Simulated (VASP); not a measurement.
Wanted: the native input for a VASP 6.6.1 run.

| Property | Result |
| --- | --- |
| Task | single point |
| Functional | PBEsol |
| Potentials or basis | VASP PAW PBE potentials, release 64 (Ni, O) |
| Cutoff | 520 eV |
| k mesh | 26 × 26 × 26 |
| Occupations | gaussian, width 0.15 eV |
| Spin | collinear spin, ferromagnetic start |
| Starting moments | [1.14, 0.2] μB |
| Dipole correction | no |
| Further INCAR settings | ALGO = Normal; EDIFF = 1e-07; NBANDS = 19 |

The structure of NiO lies in POSCAR:

```
NiO
1.0
    0.0000000000      2.0580571376      2.1609599945
    2.0580571376      0.0000000000      2.1609599945
    2.0580571376      2.0580571376      0.0000000000
Ni O
1 1
Direct
    0.0000000000      0.0000000000      0.0000000000
    0.5000000000      0.5000000000      0.5000000000
```

This cell differs from its parent crystal: strain +0.000 along x and y, +0.050 along z.

One way to write it, as run:

INCAR

```
  ALGO = Normal
  EDIFF = 1E-7
  ENCUT = 520
  GGA = PS
  ISIF = 2
  ISMEAR = 0
  ISPIN = 2
  LASPH = T
  LCHARG = T
  LELF = T
  LMAXMIX = 4
  LORBIT = 11
  LREAL = F
  LVHAR = T
  LWAVE = F
  MAGMOM = 1.14 0.2
  NBANDS = 19
  NELM = 150
  PREC = Accurate
  SIGMA = 0.15
```

KPOINTS

```
k-points
0
Gamma
  26 26 26
```

Potentials or basis: VASP PAW PBE potentials, release 64 (Ni, O).

Command:

```bash
$ cat potpaw_PBE.64/Ni/POTCAR potpaw_PBE.64/O/POTCAR > POTCAR
$ mpirun -np 1 vasp_std > vasp.out
```

It gave:

```
Pressure                                              : -8.1 GPa
Net moment                                            : 1.41 μB per cell
Site moments                                          : Ni +1.17; O +0.20 μB
Valence electrons inside the program's atomic spheres : Ni 9.02; O 4.93
```

Caveat: the cell differs from its parent crystal (strain +0.000 along x and y, +0.050 along z); the cell stands under tension; the PAW data sets were made with another functional, which shifts forces and pressure a little; a cell with one magnetic atom can't hold antiferromagnetic order, which such compounds often take.

Run time: 6.8 min on 1 thread of Intel(R) Xeon(R) 6975P-C (Granite Rapids), on a shared host, peak memory 0.74 GiB.
